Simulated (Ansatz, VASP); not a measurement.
# Two plane-wave programs on Y

```
Y
1.0
     0.00000    2.53195    2.53195
     2.53195    0.00000    2.53195
     2.53195    2.53195    0.00000
Y
1
Direct
  0.00000 0.00000 0.00000
```

Alike in both runs: functional PBE; k mesh 14 × 14 × 14; occupations fermi-dirac, width 0.05 eV; no spin polarisation.

Ansatz relaxed the structure, and its values are those at the end. VASP's run is a single point on that final structure, the one shown.

|  | VASP | Ansatz |
| --- | --- | --- |
| version | VASP 6.6.1 | Ansatz 0.2.0 |
| potentials or method | VASP PAW PBE potentials, release 64 (Y_sv) | PAW with Ansatz's default frozen-core files, scalar-relativistic |
| plane-wave cutoff (eV) | 520 | 420 |
| valence electrons in the cell | 11 | 11 |

```csv
,VASP,Ansatz,Ansatz less VASP
pressure (GPa),-0.1,0.0,+0.11
```
